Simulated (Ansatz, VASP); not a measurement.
**One calculation of Ba, two programs**

```
Ba
1.0
     0.00000    3.85728    3.85728
     3.85728    0.00000    3.85728
     3.85728    3.85728    0.00000
Ba
2
Direct
  0.12500 0.12500 0.12500
  0.87500 0.87500 0.87500
```

Alike in both runs: functional PBE; k mesh 6 × 6 × 6; occupations fermi-dirac, width 0.1 eV; no spin polarisation.

Ansatz relaxed the structure, and its values are those at the end. VASP's run is a single point on that final structure, the one shown.

```csv
,VASP,Ansatz
version,VASP 6.6.1,Ansatz 0.2.0
potentials or method,"VASP PAW PBE potentials, release 64 (Ba_sv), cutoff 520 eV","plane waves (420 eV) with PAW, scalar-relativistic"
valence electrons in the cell,20,20
```

VASP gave:

- pressure (GPa): 0.4

Question: What did Ansatz give for the same quantities?

Answer: Pressure (GPa): 0.0.

With one functional, cell and mesh, what is left measures potentials, basis and numerics.

Neither program's run includes spin-orbit coupling.
